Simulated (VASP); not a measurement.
Set up this calculation in VASP 6.6.1, as the native input.

| Property | Result |
| --- | --- |
| Task | single point |
| Functional | LDA |
| Potentials or basis | VASP PAW LDA potentials, release 64 (Li_sv, F) |
| Cutoff | 520 eV |
| k mesh | 9 × 9 × 6 |
| Occupations | gaussian, width 0.05 eV |
| Spin | no spin polarisation |
| Dipole correction | no |
| Further INCAR settings | ALGO = Normal; EDIFF = 1e-06; NBANDS = 18 |

The structure of LiF lies in POSCAR:

```
LiF
1.0
    2.9894595316      0.0000000000      0.0000000000
   -1.4947297658      2.5889478980      0.0000000000
    0.0000000000      0.0000000000      4.1738833981
Li F
2 2
Direct
    0.3333333333      0.6666666667      0.3839784076
    0.6666666667      0.3333333333      0.8839784076
    0.3333333333      0.6666666667      0.9910195924
    0.6666666667      0.3333333333      0.4910195924
```

These files were run (other wordings do the same):

INCAR

```
  ALGO = Normal
  EDIFF = 1E-6
  ENCUT = 520
  ISIF = 2
  ISMEAR = 0
  LASPH = T
  LCHARG = T
  LELF = T
  LREAL = F
  LVHAR = T
  LWAVE = F
  NBANDS = 18
  NELM = 100
  PREC = Accurate
  SIGMA = 0.05
```

KPOINTS

```
k-points
0
Gamma
  9 9 6
```

Potentials or basis: VASP PAW LDA potentials, release 64 (Li_sv, F).

Command:

```sh
$ cat potpaw_LDA.64/Li_sv/POTCAR potpaw_LDA.64/F/POTCAR > POTCAR
$ mpirun -np 1 vasp_std > vasp.out
```

Results of the run:

```yaml
Largest_force: 1.039 eV/Å
Band_gap_on_the_k_mesh: 8.49 eV
```

Caveat: forces of over 1 eV/Å act on the atoms, so gaps and moduli don't describe the material at rest.

Wall time 14 s on 1 thread of Intel(R) Xeon(R) Platinum 8259CL CPU @ 2.50GHz (Skylake/Cascade Lake), on a shared host, peak memory 0.14 GiB.
